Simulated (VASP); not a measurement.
Wanted: the native input for a VASP 6.6.1 run.

```yaml
Task: electric field gradients
Functional: PBEsol
Potentials_or_basis: VASP PAW PBE potentials, release 64 (Pb_d)
Cutoff: 400 eV
k_mesh: 14 × 14 × 8
Occupations: fermi-dirac, width 0.08 eV
Spin: no spin polarisation
Dipole_correction: no
Further_INCAR_settings: ALGO = Normal; EDIFF = 1e-08; NBANDS = 21
```

The structure of Pb lies in POSCAR:

```
Pb
1.0
    3.5148006975      0.0000000000      0.0000000000
   -1.7574003488      3.0439066932      0.0000000000
    0.0000000000      0.0000000000      5.5900000000
Pb
2
Direct
    0.3333333333      0.6666666667      0.2500000000
    0.6666666667      0.3333333333      0.7500000000
```

This cell differs from its parent crystal: equal xx and yy strain of +1 %.

One way to write it, as run:

INCAR

```
ALGO     = Normal         # electronic algorithm
EDIFF    = 1E-8           # SCF threshold, eV
ENCUT    = 400            # plane-wave cutoff, eV
GGA      = PS             # functional
GGA_COMPAT= False        
ISIF     = 2              # what is computed and relaxed
ISMEAR   = -1             # smearing method
LASPH    = True           # aspherical terms in the spheres
LCHARG   = False          # write CHGCAR
LEFG     = True         
LREAL    = False          # projectors in reciprocal space
LWAVE    = False          # write WAVECAR
NBANDS   = 21             # bands
NELM     = 120            # most SCF steps
PREC     = Accurate       # precision mode
SIGMA    = 0.08           # smearing width, eV
```

KPOINTS

```
k-points
0
Gamma
  14 14 8
```

Potentials or basis: VASP PAW PBE potentials, release 64 (Pb_d).

Command:

```bash
$ cat potpaw_PBE.64/Pb_d/POTCAR > POTCAR
$ mpirun -np 1 vasp_std > vasp.out
```

Results of the run:

| Item | Value |
| --- | --- |
| Pressure | 0.0 GPa |
| Band gap on the k mesh | zero (band 14 reaches 12.65 eV, above the bottom of band 15 at 5.47 eV) |

Caveat: the cell differs from its parent crystal (equal xx and yy strain of +1 %); without QUAD_EFG the Cq values of the log hold for a quadrupole moment of 1 mb, not for the nuclei; the PAW data sets were made with another functional, which shifts forces and pressure a little; spin-orbit coupling is left out, which moves the levels of the heavy elements.

It took 96 s on 1 thread of AMD EPYC 7R13 Processor (Zen 3), on a shared host, peak memory 0.17 GiB.
